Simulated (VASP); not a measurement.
The system is RbMg.

```
Rb Mg
1.0
     7.36930    0.00000    0.00000
    -3.68465    6.38200    0.00000
     0.00000    0.00000    5.94569
Rb Mg
3 3
Cartesian
  3.6847 0.0000 0.0000
  1.8423 3.1910 0.0000
  -1.8423 3.1910 0.0000
  0.0000 0.0000 0.0000
  0.0000 4.2547 2.9728
  3.6847 2.1273 2.9728
```

| Item | Value |
| --- | --- |
| Program | VASP 6.6.1 |
| Task | relaxation of cell and atoms |
| Functional | PBE |
| Potentials or basis | VASP PAW PBE potentials, release 64 (Rb_sv, Mg) |
| Cutoff | 600 eV |
| k mesh | 6 × 6 × 6 |
| Occupations | gaussian, width 0.1 eV |
| Spin | no spin polarisation |

At the start: pressure 2.6 GPa; volume 46.61 Å³/atom.

**Question.** How do energy, volume and symmetry change on relaxing?

**Answer.** Over 11 steps the energy falls by 147.1 meV/atom and the volume is 69.08 Å³/atom (+48.2 %); space group P6/mmm (No. 191, to 0.1 Å) before and after.

Step by step:
```
step  energy change (eV)  largest force (eV/Å)  pressure (GPa)  volume (Å³)
   1              0.0000                0.0000            2.63       279.63
   2             -0.4206                0.0000            1.53       311.68
   3             -0.7838                0.0000            0.27       379.38
   4             -0.8099                0.0000            0.04       402.40
   5             -0.8116                0.0000           -0.03       410.42
   6             -0.8212                0.0000           -0.03       409.95
   7             -0.8457                0.0000           -0.01       408.24
   8             -0.8759                0.0000            0.07       403.37
   9             -0.8767                0.0000            0.13       400.84
  10             -0.8773                0.0000            0.11       401.66
  11             -0.8824                0.0000            0.01       414.45
```

Final structure:
```xyz
6
Lattice="9.0555 0.0000 0.0000 -4.5278 7.8423 0.0000 0.0000 0.0000 5.8360" Properties=species:S:1:pos:R:3 pbc="T T T"
Rb    0.0000    7.8423    0.0000
Rb    2.2639    3.9212    0.0000
Rb   -2.2639    3.9212    0.0000
Mg   -4.5278    7.8423    0.0000
Mg    0.0000    5.2282    2.9180
Mg    4.5278    2.6141    2.9180
```

Caveat: the volume moved by over 15 % at a fixed basis, so the end points are rough.
